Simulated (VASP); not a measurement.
Input of a VASP 6.6.1 run:

Contents of INCAR:

```
SYSTEM = Hf
ALGO = Normal ; EDIFF = 1E-7
ENCUT = 520 ; GGA = CA
ISIF = 2 ; ISMEAR = -1
LASPH = .TRUE. ; LCHARG = .FALSE.
LREAL = .FALSE. ; LWAVE = .FALSE.
NBANDS = 17 ; NELM = 60
PREC = Accurate ; SIGMA = 0.05
```

The input KPOINTS:

```
k-points
0
G
  10 10 5
  0 0 0
```

File POSCAR:

```
Hf
1.0
    3.1314429137      0.0000000000      0.0000000000
   -1.5657214569      2.7119091138      0.0000000000
    0.0000000000      0.0000000000      4.9545506207
Hf
2
Direct
    0.6666666667      0.3333333333      0.7500000000
    0.3333333333      0.6666666667      0.2500000000
```

Potentials or basis: VASP PAW LDA potentials, release 64 (Hf_pv).

Command:

```console
$ cat potpaw_LDA.64/Hf_pv/POTCAR > POTCAR
$ mpirun -np 1 vasp_std > vasp.out
```

Q: What does it give for the band gap on the k mesh?

A: Zero (bands 10 and 11 overlap by 1.48 eV).

Q: Predict the pressure.

A: -1.3 GPa.

Stress tensor (GPa, compression positive):
```
-1.26  0.00  0.00
 0.00 -1.26  0.00
 0.00  0.00 -1.43
```

Caveat: spin-orbit coupling is left out, which moves the levels of the heavy elements.
